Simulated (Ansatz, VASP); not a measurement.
## One calculation of CoO, two programs

```
Co O
1.0
     0.00000    2.31197    2.31197
     2.31197    0.00000    2.31197
     2.31197    2.31197    0.00000
Co O
1 1
Direct
  0.00000 0.00000 0.00000
  0.25000 0.25000 0.25000
```

Change from the starting cell: volume scaled by 0.96.

Alike in both runs: task single point; functional PBE; k mesh 10 × 10 × 10; occupations fermi-dirac, width 0.05 eV; collinear spin.

|  | VASP | Ansatz |
| --- | --- | --- |
| version | VASP 6.6.1 | Ansatz 0.2.0 |
| potentials or method | VASP PAW PBE potentials, release 64 (Co, O), cutoff 520 eV | all-electron LAPW, scalar-relativistic |

Ansatz gave:

* gap on the k mesh at the Fermi level (eV): none
* pressure (GPa): -8.5
* net moment per atom (μB): 1.47
* size of the moment on the site where the two differ most (μB): 0.33

Estimate VASP's values.

gap on the k mesh at the Fermi level (eV): none; pressure (GPa): -8.9; net moment per atom (μB): 1.47; size of the moment on the site where the two differ most (μB): 0.32.

Site moments also hang on the region over which each program counts them. A gap of «none» marks a metal or a gap that the smearing closes. Ansatz ran all-electron here, and VASP with PAW potentials.
